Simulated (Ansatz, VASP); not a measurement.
## Ge3S4: VASP beside Ansatz

```
CELL_PARAMETERS angstrom
3.58297 0.00000 0.00000
-1.79148 3.10294 0.00000
0.00000 0.00000 14.25161
ATOMIC_POSITIONS crystal
Ge 0.66667 0.33333 0.22405
Ge 0.00000 0.00000 0.50000
Ge 0.33333 0.66667 0.77595
S 0.33333 0.66667 0.91997
S 0.66667 0.33333 0.08003
S 0.00000 0.00000 0.31609
S 0.00000 0.00000 0.68391
```

Alike in both runs: functional PBE; dispersion D3(BJ); k mesh 12 × 12 × 4; occupations gaussian, width 0.1 eV; no spin polarisation.

Ansatz relaxed the structure, and its values are those at the end. VASP's run is a single point on that final structure, the one shown.

```csv
,VASP,Ansatz
version,VASP 6.6.1,Ansatz 0.2.0
potentials or method,"VASP PAW PBE potentials, release 64 (Ge_d, S), cutoff 520 eV","scalar-relativistic, plane waves, PAW"
valence electrons in the cell,66,66
```

```csv
,VASP,Ansatz,Ansatz less VASP
gap on the k mesh at the Fermi level (eV),none,none,-
pressure (GPa),-0.2,0.0,+0.20
rms of the force components (eV/Å),0.045,0.002,-0.0436
```

A gap of «none» marks a metal or a gap that the smearing closes.
